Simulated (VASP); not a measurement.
Wanted: the native input for a VASP 6.6.1 run.

```yaml
Task: density of states
Functional: PBEsol
Potentials_or_basis: VASP PAW PBE potentials, release 64 (Sr_sv, Y_sv, Bi_d)
Cutoff: 520 eV
k_mesh: 4 × 4 × 3, shifted
Occupations: fermi-dirac, width 0.1 eV
Spin: no spin polarisation
Dipole_correction: no
k_mesh_for_the_DOS: 6 × 6 × 5
Occupations_for_the_DOS: tetrahedron
Further_INCAR_settings: ALGO = Normal; EDIFF = 1e-06; NBANDS = 39
```

The system is SrY2Bi2.

```xyz
5
Lattice="2.4376 4.2006 -0.0150 -2.4150 4.1876 -0.0360 0.0349 -0.0489 7.9736" Properties=species:S:1:pos:R:3 pbc="T T T"
Sr   -2.2689    4.0687    0.1390
Y     0.3972    2.5802    4.8553
Y     0.2222    5.5805    2.8943
Bi   -0.2355    2.5868    1.6231
Bi    0.0838    5.3569    5.4216
```

The input as run:

POSCAR

```
SrY2Bi2
1.0
    2.4375738700      4.2005823500     -0.0149707800
   -2.4150359200      4.1875702700     -0.0359703200
    0.0348819300     -0.0488535400      7.9735721200
Sr Y Bi
1 2 2
Direct
    0.0159360000      0.9558750000      0.0217800000
    0.3870510000      0.2350270000      0.6107120000
    0.7074040000      0.6273090000      0.3671480000
    0.2582260000      0.3611020000      0.2056690000
    0.6519560000      0.6332260000      0.6840270000
```

INCAR.step1

```
PREC = Accurate
ENCUT = 520
EDIFF = 1E-6
ISMEAR = -1
SIGMA = 0.1
LREAL = F
LASPH = T
NELM = 100
ALGO = Normal
ISIF = 2
LWAVE = F
LCHARG = T
LMAXMIX = 4
GGA = PS
NBANDS = 39
```

KPOINTS.step1

```
Automatic mesh
0
Gamma
  4 4 3
  0.5 0.5 0.5
```

INCAR.step2

```
PREC = Accurate
ENCUT = 520
EDIFF = 1E-6
ISMEAR = -5
SIGMA = 0.1
LREAL = F
LASPH = T
NELM = 100
ALGO = Normal
ISIF = 2
LWAVE = F
LCHARG = F
LMAXMIX = 4
GGA = PS
LORBIT = 11
NBANDS = 39
NEDOS = 1001
ICHARG = 11
```

KPOINTS.step2

```
Automatic mesh
0
Gamma
  6 6 5
```

Potentials or basis: VASP PAW PBE potentials, release 64 (Sr_sv, Y_sv, Bi_d).

The run is started by

```console
$ cat potpaw_PBE.64/Sr_sv/POTCAR potpaw_PBE.64/Y_sv/POTCAR potpaw_PBE.64/Bi_d/POTCAR > POTCAR
$ cp INCAR.step1 INCAR
$ cp KPOINTS.step1 KPOINTS
$ mpirun -np 1 vasp_std > vasp.out
$ cp INCAR.step2 INCAR
$ cp KPOINTS.step2 KPOINTS
$ mpirun -np 1 vasp_std > vasp.out
```

It gave:

* Valence electrons inside the program's atomic spheres: Sr 8.02; Y 9.81, 10.04; Bi 13.18, 13.30

Caveat: the k points lie up to 0.37 Å⁻¹ apart; spin-orbit coupling is left out, which moves the levels of the heavy elements.

Wall time 6.5 min on 1 thread of Intel(R) Xeon(R) 6975P-C (Granite Rapids), on a shared host, peak memory 0.67 GiB.
